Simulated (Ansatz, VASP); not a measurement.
# YAl3N4 in VASP and in Ansatz

The input INCAR:

```
SYSTEM = YAl3N4
PREC = Accurate
ENCUT = 520
EDIFF = 1E-7
ISMEAR = 0
SIGMA = 0.1
LREAL = .False.
LASPH = .True.
NELM = 150
ALGO = Normal
ISIF = 2
LWAVE = .False.
LCHARG = .False.
ISPIN = 2
MAGMOM = 0 0 0 0 1 1 1 1
LORBIT = 11
LMAXMIX = 4
GGA = PE
NBANDS = 34
```

Contents of KPOINTS:

```
regular mesh
0
Gamma
  6 6 2
  0 0 0
```

The input POSCAR:

```
YAl3N4
1.0
    3.4059072300      0.0000000000      0.0000000000
    0.0000000000      3.4059072300      0.0000000000
    0.0000000000      0.0000000000      9.6333604000
Y Al N
1 3 4
Direct
    0.5000000000      0.5000000000      0.0000000000
    0.0000000000      0.0000000000      0.7500000000
    0.0000000000      0.0000000000      0.2500000000
    0.5000000000      0.5000000000      0.5000000000
    0.0000000000      0.0000000000      0.0000000000
    0.5000000000      0.5000000000      0.2500000000
    0.0000000000      0.0000000000      0.5000000000
    0.5000000000      0.5000000000      0.7500000000
```

Input for Ansatz:

```yaml
crystal:
  lattice:
    - [3.40590723, 0.0, 0.0]
    - [0.0, 3.40590723, 0.0]
    - [0.0, 0.0, 9.6333604]
  atoms:
    - { symbol: "Y", position: [0.5, 0.5, 0.0] }
    - { symbol: Al, position: [0.0, 0.0, 0.75] }
    - { symbol: Al, position: [0.0, 0.0, 0.25] }
    - { symbol: Al, position: [0.5, 0.5, 0.5] }
    - { symbol: "N", position: [0.0, 0.0, 0.0], spin: 1.0 }
    - { symbol: "N", position: [0.5, 0.5, 0.25], spin: 1.0 }
    - { symbol: "N", position: [0.0, 0.0, 0.5], spin: 1.0 }
    - { symbol: "N", position: [0.5, 0.5, 0.75], spin: 1.0 }
basis:
  ecutwfc: 420
kpoints:
  mp_grid: { grid: [6, 6, 2] }
hamiltonian:
  xc: pbe
scf:
  occupations: { method: gaussian, width: 0.1 }
  lower_state_search: "off"
output:
  forces: true
  stress: true
  eigenvalues: true
  populations: true
magnetization:
  spin_polarized: true
```

Alike in both runs: task single point; functional PBE; k mesh 6 × 6 × 2; occupations gaussian, width 0.1 eV; collinear spin.

|  | VASP | Ansatz |
| --- | --- | --- |
| version | VASP 6.6.1 | Ansatz 0.2.0 |
| potentials or method | VASP PAW PBE potentials, release 64 (Y_sv, Al, N), cutoff 520 eV | scalar-relativistic, plane waves, PAW |
| valence electrons in the cell | 40 | 40 |

|  | VASP | Ansatz | Ansatz less VASP |
| --- | --- | --- | --- |
| gap on the k mesh at the Fermi level (eV) | none | none | - |
| rms of the force components (eV/Å) | 0.436 | 0.437 | +0.0010 |
| net moment per atom (μB) | 0.00 | 0.00 | 0.000 |

Atom by atom the forces differ by 0.001 eV/Å (rms over components). A gap of «none» marks a metal or a gap that the smearing closes. Ansatz's warnings: seeded moment not kept.
